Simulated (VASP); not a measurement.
# MoS2 (P6_3/mmc) in VASP: further runs, part 2 of 2

VASP 6.6.1. Earlier steps stand in the parts before.

## (3) Single point, PBE (volume scaled by 1.06)

Input file INCAR:

```
SYSTEM = MoS2
PREC = Accurate ; ENCUT = 520
EDIFF = 1E-7 ; ISMEAR = -1
SIGMA = 0.03 ; LREAL = .False.
LASPH = .True. ; NELM = 80
ALGO = Normal ; ISIF = 2
LWAVE = .False. ; LCHARG = .False.
GGA = PE ; NBANDS = 35
```

Input file KPOINTS:

```
regular mesh
0
Gamma
  10 10 3
  0 0 0
```

Input file POSCAR:

```
MoS2
1.0
    3.2229977647      0.0000000000      0.0000000000
   -1.6114988823      2.7911979406      0.0000000000
    0.0000000000      0.0000000000     12.5361396517
Mo S
2 4
Direct
    0.3333333333      0.6666666667      0.2500000000
    0.6666666667      0.3333333333      0.7500000000
    0.3333333333      0.6666666667      0.6275000000
    0.6666666667      0.3333333333      0.1275000000
    0.3333333333      0.6666666667      0.8725000000
    0.6666666667      0.3333333333      0.3725000000
```

Potentials or basis: VASP PAW PBE potentials, release 64 (Mo_sv, S).

Run with:

```console
$ cat potpaw_PBE.64/Mo_sv/POTCAR potpaw_PBE.64/S/POTCAR > POTCAR
$ mpirun -np 1 vasp_std > vasp.out
```

Run time: 63 s. Hardware: 1 thread of Intel Xeon Platinum 8488C (Sapphire Rapids), shared host; peak memory 0.27 GiB.

Results (log left out):

```
Free energy            : -43.6296 eV
Pressure               : -0.3 GPa
Largest force          : 0.192 eV/Å
Band gap on the k mesh : 0.87 eV, indirect (least direct gap 1.74 eV)
```

Forces in eV/Å, atoms in the order of the input:
```
Mo   0.000  0.000  0.000
Mo   0.000  0.000  0.000
S    0.000  0.000 -0.192
S    0.000  0.000 -0.192
S    0.000  0.000  0.192
S    0.000  0.000  0.192
```

Stress tensor (GPa, compression positive):
```
-2.07  0.00  0.00
 0.00 -2.07  0.00
 0.00  0.00  3.27
```

Levels at points of the mesh, in eV from the valence-band top:
```csv
k point,band 24,band 25,band 26,band 27,band 28,band 29
"(0.00, 0.00, 0.00)",-1.26,-0.94,0.00,1.92,1.92,1.94
"(0.50, 0.00, 0.00)",-1.80,-1.42,-1.29,1.34,1.38,1.80
```

Caveat: this functional lacks dispersion, which binds the layers, so the pressure and a relaxed spacing across them are unreliable. A k mesh can miss the band edges.

## (4) Single point, PBE (zz strain of -3 %)

Input file INCAR:

```
ALGO = Normal ; EDIFF = 1E-7
ENCUT = 520 ; GGA = PE
ISIF = 2 ; ISMEAR = -1
LASPH = True ; LCHARG = False
LREAL = False ; LWAVE = False
NBANDS = 35 ; NELM = 60
PREC = Accurate ; SIGMA = 0.03
```

Input file KPOINTS:

```
k-points
0
Gamma
  10 10 3
```

Changes to POSCAR since step 3:

```diff
@@ -2,5 +2,5 @@
 1.0
-    3.2229977647      0.0000000000      0.0000000000
-   -1.6114988823      2.7911979406      0.0000000000
-    0.0000000000      0.0000000000     12.5361396517
+    3.1610016016      0.0000000000      0.0000000000
+   -1.5805008008      2.7375076884      0.0000000000
+    0.0000000000      0.0000000000     11.9261500000
 Mo S
```

Run with:

```console
$ cat potpaw_PBE.64/Mo_sv/POTCAR potpaw_PBE.64/S/POTCAR > POTCAR
$ mpirun -np 1 vasp_std > vasp.out
```

Wall time 44 s (1 thread of AMD EPYC 9R45 (Zen 5), shared host); peak memory 0.22 GiB.

It converged, with:

* Free energy: -43.1072 eV
* Pressure: 14.7 GPa
* Largest force: 2.204 eV/Å
* Band gap on the k mesh: 0.48 eV, indirect (least direct gap 1.74 eV)

Forces in eV/Å, atoms in the order of the input:
```
Mo   0.000  0.000  0.000
Mo   0.000  0.000  0.000
S    0.000  0.000 -2.204
S    0.000  0.000 -2.204
S    0.000  0.000  2.204
S    0.000  0.000  2.204
```

Stress tensor (GPa, compression positive):
```
10.48  0.00  0.00
 0.00 10.48  0.00
 0.00  0.00 23.22
```

Levels at points of the mesh, in eV from the valence-band top:
```
           k point  band 24  band 25  band 26  band 27  band 28  band 29
(0.00, 0.00, 0.00)    -1.27    -1.23     0.00     1.74     1.74     1.76
(0.50, 0.00, 0.00)    -2.29    -1.88    -1.68     1.08     1.14     1.64
```

Caveat: the cell differs from its parent crystal (zz strain of -3 %); this functional lacks dispersion, which binds the layers, so the pressure and a relaxed spacing across them are unreliable; forces of over 1 eV/Å act on the atoms, so gaps and moduli don't describe the material at rest. A k mesh can miss the band edges.

## (5) Single point, PBE (zz strain of -1 %)

Input file INCAR:

```
SYSTEM = MoS2
ALGO = Normal
EDIFF = 1E-7
ENCUT = 520
GGA = PE
ISIF = 2
ISMEAR = -1
LASPH = .TRUE.
LCHARG = .TRUE.
LELF = .TRUE.
LREAL = .FALSE.
LVHAR = .TRUE.
LWAVE = .FALSE.
NBANDS = 35
NELM = 60
PREC = Accurate
SIGMA = 0.03
```

Input file KPOINTS:

```
k-points
0
G
  10 10 3
  0 0 0
```

Changes to POSCAR since step 4:

```diff
@@ -4,3 +4,3 @@
    -1.5805008008      2.7375076884      0.0000000000
-    0.0000000000      0.0000000000     11.9261500000
+    0.0000000000      0.0000000000     12.1720500000
 Mo S
```

Potentials or basis: VASP PAW PBE potentials, release 64 (Mo_sv, S).

Run with:

```console
$ cat potpaw_PBE.64/Mo_sv/POTCAR potpaw_PBE.64/S/POTCAR > POTCAR
$ mpirun -np 1 vasp_std > vasp.out
```

OUTCAR:

```text
SYSTEM = MoS2
   EDIFF = 1E-7
   ENCUT = 520
   GGA = PE
   ISIF = 2
   ISMEAR = -1
   LASPH = .TRUE.
   LREAL = .FALSE.
   NELM = 60
   PREC = Accurate

 ion  position               nearest neighbor table
   1  0.333  0.667  0.250-   4 2.36   6 2.36   4 2.36   6 2.36   4 2.36   6 2.36
   2  0.667  0.333  0.750-   3 2.36   5 2.36   3 2.36   5 2.36   3 2.36   5 2.36
   3  0.333  0.667  0.627-   2 2.36   2 2.36   2 2.36
   4  0.667  0.333  0.127-   1 2.36   1 2.36   1 2.36
   5  0.333  0.667  0.873-   2 2.36   2 2.36   2 2.36
   6  0.667  0.333  0.373-   1 2.36   1 2.36   1 2.36
[... 1121 lines left out ...]
  -------------------------------------------------------------------------------------
  Total        5.1030417      5.1030417     10.7459384      0.0000000     -0.0000000      0.0000000
  in kB       77.6239803     77.6239803    163.4598663      0.0000000     -0.0000000      0.0000000
  external PRESSURE =     106.2359423 kB  Pullay stress =       0.0000000 kB

 VOLUME and BASIS-vectors are now :
 -----------------------------------------------------------------------------
  energy-cutoff  :      520.00
  volume of cell :      105.33
      direct lattice vectors                 reciprocal lattice vectors
     3.161001602  0.000000000  0.000000000     0.316355423  0.182647889  0.000000000
    -1.580500801  2.737507688  0.000000000     0.000000000  0.365295778  0.000000000
     0.000000000  0.000000000 12.172050000     0.000000000  0.000000000  0.082155430

 POSITION                                       TOTAL-FORCE (eV/Angst)
 -----------------------------------------------------------------------------------
     -0.00000      1.82501      3.04301        -0.000000     -0.000000      0.000000
      1.58050      0.91250      9.12904         0.000000     -0.000000      0.000000
     -0.00000      1.82501      7.63796         0.000000      0.000000     -1.521271
      1.58050      0.91250      1.55194         0.000000     -0.000000     -1.521271
     -0.00000      1.82501     10.62011        -0.000000      0.000000      1.521271
      1.58050      0.91250      4.53409         0.000000     -0.000000      1.521271
 -----------------------------------------------------------------------------------
    total drift:                                0.000000     -0.000000      0.000000

  FREE ENERGIE OF THE ION-ELECTRON SYSTEM (eV)
  ---------------------------------------------------
  free  energy   TOTEN  =       -43.3701061442 eV

  energy  without entropy=      -43.3701060525  energy(sigma->0) =      -43.37010610
```

stdout:

```text
POSCAR found type information on POSCAR MoS
 POSCAR found :  2 types and       6 ions
 scaLAPACK will be used
 LDA part: xc-table for (Slater+PW92), standard interpolation
 POSCAR, INCAR and KPOINTS ok, starting setup
 FFT: planning ... GRIDC
 FFT: planning ... GRID_SOFT
 FFT: planning ... GRID
 WAVECAR not read
 entering main loop
```

Run time: 48 s. Hardware: 1 thread of AMD EPYC 9R45 (Zen 5), shared host; peak memory 0.23 GiB.

Results:

```
Free energy            : -43.3701 eV
Pressure               : 10.6 GPa
Largest force          : 1.521 eV/Å
Band gap on the k mesh : 0.75 eV, indirect (least direct gap 1.86 eV)
```

Forces on the atoms (eV/Å):
```
Mo   0.000  0.000  0.000
Mo   0.000  0.000  0.000
S    0.000  0.000 -1.521
S    0.000  0.000 -1.521
S    0.000  0.000  1.521
S    0.000  0.000  1.521
```

Stress tensor (GPa, compression positive):
```
 7.76  0.00  0.00
 0.00  7.76  0.00
 0.00  0.00 16.35
```

Levels at points of the mesh, in eV from the valence-band top:
```
           k point  band 22  band 23  band 24  band 25  band 26  band 27  band 28  band 29  band 30  band 31
(0.00, 0.00, 0.00)    -2.71    -2.71    -1.31    -1.16     0.00     1.91     1.91     1.93     1.93     2.28
(0.50, 0.00, 0.00)    -2.58    -2.18    -2.02    -1.67    -1.52     1.30     1.35     1.82     2.01     2.86
```

Caveat: the cell differs from its parent crystal (zz strain of -1 %); this functional lacks dispersion, which binds the layers, so the pressure and a relaxed spacing across them are unreliable; forces of over 1 eV/Å act on the atoms, so gaps and moduli don't describe the material at rest. A k mesh can miss the band edges.

## (6) The runs side by side

| cell | gap on the mesh (eV) | pressure (GPa) | largest force (eV/Å) |
| --- | --- | --- | --- |
| a = 3.182, b = 3.182, c = 12.376 Å, angles 90.0, 90.0, 120.0°, 6 atoms | 0.88 | 5.4 | 0.84 |
| a = 3.223, b = 3.223, c = 12.536 Å, angles 90.0, 90.0, 120.0°, 6 atoms | 0.87 | -0.3 | 0.19 |
| a = 3.161, b = 3.161, c = 11.926 Å, angles 90.0, 90.0, 120.0°, 6 atoms | 0.48 | 14.7 | 2.20 |
| a = 3.161, b = 3.161, c = 12.172 Å, angles 90.0, 90.0, 120.0°, 6 atoms | 0.75 | 10.6 | 1.52 |

Alike in all rows: task single point; level PBE; potentials or basis VASP PAW PBE potentials, release 64 (Mo_sv, S); no spin polarisation; k mesh 10 × 10 × 3; cutoff (eV) 520; smearing fermi-dirac 0.03 eV.

Caveats: this functional lacks dispersion, which binds the layers, so the pressure and a relaxed spacing across them are unreliable; forces of over 1 eV/Å act on the atoms, so gaps and moduli don't describe the material at rest (some runs).

Total energies depend on the potentials used, so only differences within one code and one set of settings carry meaning.
